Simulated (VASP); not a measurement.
# Cd3AgF (Cmmm) in VASP: a series of runs

Cd3AgF is run at these levels: PBE; tasks: single point.

All numbers are computed with VASP 6.6.1; they aren't measurements. Logs are shortened: lines on timing, memory, paths and dates and some standing lists are left out, and cuts for length are marked.

### Step 1. The cell of the first run

Symmetry: Cmmm, No. 65, orthorhombic system. Conventional cell: a = 6.597 Å, b = 6.882 Å, c = 4.539 Å, α = 90.00°, β = 90.00°, γ = 90.00°. Within 2.0 Å of Cd (site symmetry 2mm) lie 1 F at 1.50 Å. Within 3.0 Å of Cd (site symmetry mmm) lie 2 F at 2.27 Å and 4 Cd at 2.72 Å. Ag (site symmetry mmm) has 8 Cd at 2.90 to 3.44 Å within 3.8 Å. F (site symmetry mmm) has 2 Cd at 1.50 Å within 2.0 Å.

### Step 2. Single point, PBE

Input file INCAR:

```
SYSTEM = Cd3AgF
ALGO = Normal
EDIFF = 1E-7
ENCUT = 520
GGA = PE
ISIF = 2
ISMEAR = 0
LASPH = .TRUE.
LCHARG = .FALSE.
LREAL = .FALSE.
LWAVE = .FALSE.
NBANDS = 35
NELM = 80
PREC = Accurate
SIGMA = 0.1
```

Input file KPOINTS:

```
k-points
0
G
  4 4 4
  0 0 0
```

Input file POSCAR:

```
Cd3AgF
1.0
    3.2983399500     -3.4410584100      0.0000000000
    3.2983399500      3.4410584100      0.0000000000
    0.0000000000      0.0000000000      4.5393577100
Cd Ag F
3 1 1
Direct
    0.2273944200      0.2273944200      0.5000000000
    0.7726055800      0.7726055800      0.5000000000
    0.0000000000      0.0000000000      0.0000000000
    0.5000000000      0.5000000000      0.0000000000
    0.0000000000      0.0000000000      0.5000000000
```

Potentials or basis: VASP PAW PBE potentials, release 64 (Cd, Ag, F).

Started as:

```sh
> cat potpaw_PBE.64/Cd/POTCAR potpaw_PBE.64/Ag/POTCAR potpaw_PBE.64/F/POTCAR > POTCAR
> mpirun -np 1 vasp_std > vasp.out
```

OUTCAR:

```text
SYSTEM = Cd3AgF
   EDIFF = 1E-7
   ENCUT = 520
   GGA = PE
   ISIF = 2
   ISMEAR = 0
   LASPH = .TRUE.
   LREAL = .FALSE.
   NELM = 80
   PREC = Accurate

 ion  position               nearest neighbor table
   1  0.227  0.227  0.500-   5 1.50   3 2.72   3 2.72   4 2.90   4 2.90   2 3.00   2 3.45   2 3.45
                             2 3.60
   2  0.773  0.773  0.500-   5 1.50   3 2.72   3 2.72   4 2.90   4 2.90   1 3.00   1 3.45   1 3.45
                             1 3.60
   3  0.000  0.000  0.000-   5 2.27   5 2.27   1 2.72   1 2.72   2 2.72   2 2.72   4 3.30   4 3.30
                             4 3.44   4 3.44
   4  0.500  0.500  0.000-   1 2.90   2 2.90   1 2.90   2 2.90   3 3.30   3 3.30   3 3.44   3 3.44

   5  0.000  0.000  0.500-   1 1.50   2 1.50   3 2.27   3 2.27

  LATTYP: Found a base centered orthorhombic cell.
 ALAT       =     6.5966799000
 B/A-ratio  =     1.0432697849
 C/A-ratio  =     0.6881276307

  Lattice vectors:

 A1 = (   3.2983399500,  -3.4410584100,   0.0000000000)
 A2 = (   3.2983399500,   3.4410584100,   0.0000000000)
 A3 = (   0.0000000000,   0.0000000000,   4.5393577100)

Analysis of symmetry for initial positions (statically):
=====================================================================
 Subroutine PRICEL returns:
 Original cell was already a primitive cell.

 Routine SETGRP: Setting up the symmetry group for a
 base centered orthorhombic supercell.

 Subroutine GETGRP returns: Found  8 space group operations
 (whereof  8 operations were pure point group operations)
 out of a pool of  8 trial point group operations.

The static configuration has the point symmetry D_2h.

Analysis of symmetry for dynamics (positions and initial velocities):
=====================================================================
 Subroutine PRICEL returns:
 Original cell was already a primitive cell.

 Routine SETGRP: Setting up the symmetry group for a
 base centered orthorhombic supercell.

 Subroutine GETGRP returns: Found  8 space group operations
 (whereof  8 operations were pure point group operations)
 out of a pool of  8 trial point group operations.

The dynamic configuration has the point symmetry D_2h.

 Subroutine INISYM returns: Found  8 space group operations
 (whereof  8 operations are pure point group operations),
 and found     1 'primitive' translations

[... 95 lines left out ...]
   NELM   =     80;   NELMIN=  2; NELMDL= -5     # of ELM steps
   EDIFF  = 0.1E-06   stopping-criterion for ELM
   LREAL  =      F    real-space projection
   EDIFFG = 0.1E-05   stopping-criterion for IOM
   NSW    =      0    number of steps for IOM
   IBRION =     -1    ionic relax: 0-MD 1-quasi-New 2-CG
   NFREE  =      0    steps in history (QN), initial steepest desc. (CG)
   ISIF   =      2    stress and relaxation
   ISYM   =      2    0-nonsym 1-usesym 2-fastsym
   POTIM  = 0.5000    time-step for ionic-motion
   TEBEG  =    0.0;   TEEND  =   0.0 temperature during run
   PSTRESS=    0.0 pullay stress
   NELECT =      54.0000    total number of electrons
   NUPDOWN=      -1.0000    fix difference up-down
   EMIN   =  10.00;   EMAX   =-10.00  energy-range for DOS
   EFERMI =   0.00;   METHOD = LEGACY
   ISMEAR =     0;   SIGMA  =   0.10  broadening in eV -4-tet -1-fermi 0-gaus
   EFERMI_NEDOS =   21; number of points for ismear=-14 and -15
   IALGO  =     38    algorithm
   IMIX   =      4    mixing-type and parameters
     AMIX     =   0.40;   BMIX     =  1.00
     AMIX_MAG =   1.60;   BMIX_MAG =  1.00
  volume/ion in A,a.u.               =      20.61       139.07
  Fermi-wavevector in a.u.,A,eV,Ry     =   1.319883  2.494217 23.702592  1.742091
  Thomas-Fermi vector in A             =   2.449749
   LORBIT       =      0    0 simple, 1 ext, 2 COOP (PROOUT), +10 PAW based schemes
   GGA     = PE    functional components
   LHFCALC =     F    Hartree Fock is set to
   AEXX    =    0.0000 exact exchange contribution
   IVDW    =     0    specifies the selected vdW correction
   LEPSILON=     F    determine dielectric tensor
   LRPA    =     F    only Hartree local field effects (RPA)
 non-spin polarized calculation
 Gauss-broadening in eV      SIGMA  =   0.10
  energy-cutoff  :      520.00
  volume of cell :      103.04
 maximum number of plane-waves:      2793
   NGX = 17   NGY = 17   NGZ = 17

 number of electron      53.9999981 magnetization

 Free energy of the ion-electron system (eV)
  ---------------------------------------------------
  ext. energy  EPLUGINS =         0.00000000
  ---------------------------------------------------
  free energy    TOTEN  =         8.76132436 eV

  energy without entropy =        8.76997842  energy(sigma->0) =        8.76565139

 E-fermi :   3.4560     XC(G=0): -10.2841

 val. band max:        3.4133282167   @ k =   0.5000   0.5000   0.5000
 cond. band min:       3.5127450599   @ k =  -0.2500   0.2500   0.2500
 fundamental gap:      0.0994168432
 Fermi energy:         3.4559823360

 k-point     1 :       0.0000    0.0000    0.0000
  band No.  band energies     occupation
      1     -28.1047      2.00000
      2     -13.7741      2.00000
      3     -11.0899      2.00000
      4     -10.6131      2.00000
      5      -7.3193      2.00000
      6      -6.9434      2.00000
[... 787 lines left out ...]
     34      13.8155      0.00000
     35      14.1606      0.00000

------------------------ aborting loop because EDIFF is reached ----------------------------------------

  FORCE on cell =-STRESS in cart. coord.  units (eV):
  Direction    XX          YY          ZZ          XY          YZ          ZX
  --------------------------------------------------------------------------------------
  -------------------------------------------------------------------------------------
  Total      118.6693762     -1.9142811     18.7874217      0.0000000      0.0000000      0.0000000
  in kB     1845.1742244    -29.7648999    292.1231024      0.0000000      0.0000000      0.0000000
  external PRESSURE =     702.5108090 kB  Pullay stress =       0.0000000 kB

 VOLUME and BASIS-vectors are now :
 -----------------------------------------------------------------------------
  energy-cutoff  :      520.00
  volume of cell :      103.04
      direct lattice vectors                 reciprocal lattice vectors
     3.298339950 -3.441058410  0.000000000     0.151591409 -0.145304130  0.000000000
     3.298339950  3.441058410  0.000000000     0.151591409  0.145304130  0.000000000
     0.000000000  0.000000000  4.539357710     0.000000000  0.000000000  0.220295483

 POSITION                                       TOTAL-FORCE (eV/Angst)
 -----------------------------------------------------------------------------------
      1.50005      0.00000      2.26968        41.372813     -0.000000      0.000000
      5.09663      0.00000      2.26968       -41.372813     -0.000000     -0.000000
      0.00000      0.00000      0.00000        -0.000000     -0.000000      0.000000
      3.29834      0.00000      0.00000        -0.000000      0.000000      0.000000
      0.00000      0.00000      2.26968        -0.000000     -0.000000      0.000000
 -----------------------------------------------------------------------------------
    total drift:                                0.000000      0.000000      0.000000

  FREE ENERGIE OF THE ION-ELECTRON SYSTEM (eV)
  ---------------------------------------------------
  free  energy   TOTEN  =         8.7613243602 eV

  energy  without entropy=        8.7699784213  energy(sigma->0) =        8.76565139
```

OSZICAR:

```text
N       E                     dE             d eps       ncg     rms          rms(c)
DAV:   1     0.477547180592E+03    0.47755E+03   -0.29170E+04  1478   0.152E+03
DAV:   2     0.292999066272E+02   -0.44825E+03   -0.43359E+03  1533   0.414E+02
DAV:   3     0.708156639182E+01   -0.22218E+02   -0.22079E+02  1649   0.995E+01
DAV:   4     0.692865764300E+01   -0.15291E+00   -0.15279E+00  1569   0.756E+00
DAV:   5     0.692791992299E+01   -0.73772E-03   -0.73771E-03  1590   0.509E-01    0.603E+01
DAV:   6     0.857738572428E+01    0.16495E+01   -0.40693E+00  2174   0.191E+01    0.347E+01
DAV:   7     0.874551270694E+01    0.16813E+00   -0.15556E+00  1518   0.888E+00    0.993E+00
DAV:   8     0.875174074671E+01    0.62280E-02   -0.21775E-01  1866   0.517E+00    0.254E+00
DAV:   9     0.876054758359E+01    0.88068E-02   -0.33255E-02  1562   0.129E+00    0.500E-01
DAV:  10     0.876122934932E+01    0.68177E-03   -0.77443E-03  1752   0.608E-01    0.214E-01
DAV:  11     0.876134472035E+01    0.11537E-03   -0.10347E-03  1985   0.354E-01    0.509E-02
DAV:  12     0.876132323849E+01   -0.21482E-04   -0.17973E-04  1509   0.816E-02    0.193E-02
DAV:  13     0.876132481178E+01    0.15733E-05   -0.28810E-05  1682   0.381E-02    0.847E-03
DAV:  14     0.876132440811E+01   -0.40367E-06   -0.61631E-06  1617   0.266E-02    0.252E-03
DAV:  15     0.876132436017E+01   -0.47940E-07   -0.94755E-07  1421   0.526E-03
   1 F= 0.87613244E+01 E0= 0.87656514E+01  d E =-.865406E-02
```

stdout:

```text
POSCAR found type information on POSCAR CdAgF
 POSCAR found :  3 types and       5 ions
 scaLAPACK will be used
 LDA part: xc-table for (Slater+PW92), standard interpolation
 POSCAR, INCAR and KPOINTS ok, starting setup
 FFT: planning ... GRIDC
 FFT: planning ... GRID_SOFT
 FFT: planning ... GRID
 WAVECAR not read
 entering main loop
```

It took 38 s on 1 thread of Intel Xeon 6975P-C (Granite Rapids), shared host; peak memory 0.23 GiB.

What came out:

```yaml
Free_energy: 8.7613 eV
Pressure: 70.3 GPa
Largest_force: 41.373 eV/Å
Band_gap_on_the_k_mesh: zero (band 27 reaches 4.77 eV, above the bottom of band 28 at 2.49 eV)
```

Forces in eV/Å, atoms in the order of the input:
```
Cd   41.373   0.000   0.000
Cd  -41.373   0.000   0.000
Cd    0.000   0.000   0.000
Ag    0.000   0.000   0.000
F     0.000   0.000   0.000
```

Stress tensor (GPa, compression positive):
```
184.52   0.00   0.00
  0.00  -2.98   0.00
  0.00   0.00  29.21
```

Caveat: forces of over 1 eV/Å act on the atoms, so gaps and moduli don't describe the material at rest.

### Step 3. Single point, PBE

This run uses another cell than the first one, of 22.39 Å³/atom, 1.086 times its volume.

Input file INCAR:

```
SYSTEM = Cd3AgF
ALGO = Normal
EDIFF = 1E-6
ENCUT = 520
GGA = PE
ISIF = 2
ISMEAR = 0
LASPH = .True.
LCHARG = .False.
LREAL = .False.
LWAVE = .False.
NBANDS = 35
NELM = 100
PREC = Accurate
SIGMA = 0.1
```

Input file KPOINTS:

```
k-points
0
Gamma
  4 4 4
  0 0 0
```

Input file POSCAR:

```
Cd3AgF
1.0
    3.8626017835     -2.9291609568      0.0000000000
    3.8626017835      2.9291609568      0.0000000000
    0.0000000000      0.0000000000      4.9467863482
Cd Ag F
3 1 1
Direct
    0.3133202668      0.3133202668      0.5000000000
    0.6866797332      0.6866797332      0.5000000000
    0.0000000000      0.0000000000      0.0000000000
    0.5000000000      0.5000000000      0.0000000000
    0.0000000000      0.0000000000      0.5000000000
```

Potentials or basis: VASP PAW PBE potentials, release 64 (Cd, Ag, F).

Started as:

```sh
> cat potpaw_PBE.64/Cd/POTCAR potpaw_PBE.64/Ag/POTCAR potpaw_PBE.64/F/POTCAR > POTCAR
> mpirun -np 1 vasp_std > vasp.out
```

OUTCAR:

```text
SYSTEM = Cd3AgF
   EDIFF = 1E-6
   ENCUT = 520
   GGA = PE
   ISIF = 2
   ISMEAR = 0
   LASPH = .True.
   LREAL = .False.
   NELM = 100
   PREC = Accurate

 ion  position               nearest neighbor table
   1  0.313  0.313  0.500-   5 2.42   4 2.86   4 2.86   2 2.88   2 3.09   2 3.09   3 3.46   3 3.46

   2  0.687  0.687  0.500-   5 2.42   4 2.86   4 2.86   1 2.88   1 3.09   1 3.09   3 3.46   3 3.46

   3  0.000  0.000  0.000-   5 2.47   5 2.47   4 2.93   4 2.93   2 3.46   2 3.46   1 3.46   1 3.46
[... 1000 lines left out ...]
  --------------------------------------------------------------------------------------
  -------------------------------------------------------------------------------------
  Total        0.2376189      0.0852613      0.1644024      0.0000000      0.0000000      0.0000000
  in kB        3.4010680      1.2203545      2.3531108      0.0000000      0.0000000      0.0000000
  external PRESSURE =       2.3248444 kB  Pullay stress =       0.0000000 kB

 VOLUME and BASIS-vectors are now :
 -----------------------------------------------------------------------------
  energy-cutoff  :      520.00
  volume of cell :      111.94
      direct lattice vectors                 reciprocal lattice vectors
     3.862601784 -2.929160957  0.000000000     0.129446427 -0.170697346  0.000000000
     3.862601784  2.929160957  0.000000000     0.129446427  0.170697346  0.000000000
     0.000000000  0.000000000  4.946786348     0.000000000  0.000000000  0.202151443

 POSITION                                       TOTAL-FORCE (eV/Angst)
 -----------------------------------------------------------------------------------
      2.42046      0.00000      2.47339         0.014845     -0.000000      0.000000
      5.30474      0.00000      2.47339        -0.014845     -0.000000     -0.000000
      0.00000      0.00000      0.00000        -0.000000     -0.000000      0.000000
      3.86260      0.00000      0.00000         0.000000      0.000000      0.000000
      0.00000      0.00000      2.47339        -0.000000     -0.000000      0.000000
 -----------------------------------------------------------------------------------
    total drift:                                0.000000      0.000000      0.000000

  FREE ENERGIE OF THE ION-ELECTRON SYSTEM (eV)
  ---------------------------------------------------
  free  energy   TOTEN  =        -8.6390532746 eV

  energy  without entropy=       -8.6369141410  energy(sigma->0) =       -8.63798371
```

Run time: 38 s. Hardware: 1 thread of Intel Xeon 6975P-C (Granite Rapids), shared host; peak memory 0.26 GiB.

Results:

* Free energy: -8.6391 eV
* Pressure: 0.2 GPa
* Largest force: 0.015 eV/Å
* Band gap on the k mesh: zero (band 27 reaches 4.19 eV, above the bottom of band 28 at 1.05 eV)

Forces in eV/Å, atoms in the order of the input:
```
Cd   0.015  0.000  0.000
Cd  -0.015  0.000  0.000
Cd   0.000  0.000  0.000
Ag   0.000  0.000  0.000
F    0.000  0.000  0.000
```

Levels at points of the mesh, in eV from the Fermi level:
```
           k point  band 23  band 24  band 25  band 26  band 27  band 28  band 29  band 30  band 31  band 32
(0.00, 0.00, 0.00)    -4.12    -4.09    -4.01     0.46     0.95     1.49     1.96     2.24     2.67     4.93
(0.50, 0.00, 0.00)    -4.08    -4.00    -3.52    -3.12     0.36     1.93     2.21     3.22     4.15     4.55
(0.50, 0.50, 0.00)    -4.09    -4.00    -3.05    -1.68    -0.47    -0.14     3.01     3.86     4.06     4.49
(0.00, 0.00, 0.50)    -4.05    -4.03    -4.01    -2.62     2.14     2.30     2.54     3.29     3.52     3.65
(0.50, 0.00, 0.50)    -4.13    -4.01    -2.51    -2.49    -1.06    -1.00     3.03     3.45     3.79     5.14
(0.50, 0.50, 0.50)    -3.97    -3.86    -2.40    -1.14    -1.02    -0.13     1.01     1.25     1.83     2.93
```

### Step 4. Single point, PBE

This run uses another cell than the first one, of 22.49 Å³/atom, 1.092 times its volume.

Input file INCAR:

```
SYSTEM = Cd3AgF
  PREC = Accurate
  ENCUT = 520
  EDIFF = 1E-6
  ISMEAR = 0
  SIGMA = 0.1
  LREAL = .False.
  LASPH = .True.
  NELM = 100
  ALGO = Normal
  ISIF = 2
  LWAVE = .False.
  LCHARG = .False.
  GGA = PE
  NBANDS = 35
```

Input file KPOINTS:

```
regular mesh
0
Gamma
  8 8 8
  0 0 0
```

Input file POSCAR:

```
Cd3AgF
1.0
    2.9031752381     -3.8542386937      0.0000000000
    2.9031752381      3.8542386937      0.0000000000
    0.0000000000      0.0000000000      5.0258084568
Cd Ag F
3 1 1
Direct
    0.6885649603      0.3114350397      0.5000000000
    0.3114350397      0.6885649603      0.5000000000
    0.0000000000      0.0000000000      0.0000000000
    0.5000000000      0.5000000000      0.0000000000
    0.0000000000      0.0000000000      0.5000000000
```

Started as:

```sh
> cat potpaw_PBE.64/Cd/POTCAR potpaw_PBE.64/Ag/POTCAR potpaw_PBE.64/F/POTCAR > POTCAR
> mpirun -np 1 vasp_std > vasp.out
```

Wall time 2.3 min (1 thread of Intel Xeon 6975P-C (Granite Rapids), shared host); peak memory 0.48 GiB.

Results (log left out):

| Quantity | Value |
| --- | --- |
| Free energy | -8.5792 eV |
| Pressure | 0.2 GPa |
| Largest force | 0.011 eV/Å |
| Band gap on the k mesh | zero (band 27 reaches 4.13 eV, above the bottom of band 28 at 0.97 eV) |

Forces on the atoms (eV/Å):
```
Cd   0.000  0.011  0.000
Cd   0.000 -0.011  0.000
Cd   0.000  0.000  0.000
Ag   0.000  0.000  0.000
F    0.000  0.000  0.000
```

Stress tensor (GPa, compression positive):
```
0.11 0.00 0.00
0.00 0.27 0.00
0.00 0.00 0.21
```

Levels at points of the mesh, in eV from the Fermi level:
| k point | band 23 | band 24 | band 25 | band 26 | band 27 | band 28 | band 29 | band 30 | band 31 | band 32 |
| --- | --- | --- | --- | --- | --- | --- | --- | --- | --- | --- |
| (0.00, 0.00, 0.00) | -4.24 | -4.21 | -4.14 | 0.24 | 0.73 | 1.51 | 1.86 | 2.19 | 2.61 | 4.86 |
| (0.50, 0.00, 0.00) | -4.20 | -4.10 | -3.59 | -3.17 | 0.22 | 1.72 | 2.09 | 2.97 | 4.10 | 4.30 |
| (0.50, 0.50, 0.00) | -4.21 | -4.12 | -3.14 | -1.73 | -0.48 | -0.17 | 2.83 | 3.57 | 3.78 | 4.27 |
| (0.00, 0.00, 0.50) | -4.18 | -4.15 | -4.08 | -2.73 | 2.00 | 2.23 | 2.53 | 3.26 | 3.46 | 3.60 |
| (0.50, 0.00, 0.50) | -4.27 | -4.15 | -2.59 | -2.55 | -1.23 | -1.16 | 2.94 | 3.39 | 3.71 | 5.03 |
| (0.50, 0.50, 0.50) | -4.09 | -3.95 | -2.45 | -1.27 | -1.13 | -0.26 | 0.92 | 1.19 | 1.73 | 2.86 |

(Part 1 of 2 ends here.)
